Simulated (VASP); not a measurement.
Wanted: the native input for a VASP 6.6.1 run.

```
Task                   : single point
Functional             : PBE
Potentials or basis    : VASP PAW PBE potentials, release 64 (Ru_pv, S)
Cutoff                 : 520 eV
k mesh                 : 12 × 12 × 1
Occupations            : gaussian, width 0.1 eV
Spin                   : no spin polarisation
Dipole correction      : yes
Further INCAR settings : ALGO = Normal; EDIFF = 1e-07; NBANDS = 39
```

The structure of Ru4S lies in POSCAR:

```
Ru4S
1.0
    2.7197977462      0.0000000000      0.0000000000
   -1.3598988731      2.3554139414      0.0000000000
    0.0000000000      0.0000000000     21.8663388879
Ru S
4 1
Direct
    0.6666666667      0.3333333333      0.1829295714
    0.3333333333      0.6666666667      0.2811778374
    0.6666666667      0.3333333333      0.3790816285
    0.3333333333      0.6666666667      0.4740774823
    0.8333333333      1.0000000000      0.5633635864
```

The input as run:

INCAR

```
ALGO = Normal ; DIPOL = 0.5 0.5 0.376
EDIFF = 1E-7 ; ENCUT = 520
GGA = PE ; IDIPOL = 3
ISIF = 2 ; ISMEAR = 0
LASPH = T ; LCHARG = F
LDIPOL = T ; LREAL = F
LWAVE = F ; NBANDS = 39
NELM = 60 ; PREC = Accurate
SIGMA = 0.1
```

KPOINTS

```
k-points
0
Gamma
  12 12 1
```

Potentials or basis: VASP PAW PBE potentials, release 64 (Ru_pv, S).

Run with:

```bash
$ cat potpaw_PBE.64/Ru_pv/POTCAR potpaw_PBE.64/S/POTCAR > POTCAR
$ mpirun -np 1 vasp_std > vasp.out
```

Results of the run:

```
Largest force          : 1.074 eV/Å
Band gap on the k mesh : zero (bands 31 and 32 overlap by 2.17 eV)
```

Wall time 19 min on 1 thread of Intel Xeon 8259CL, with other jobs on the host, peak memory 0.46 GiB.
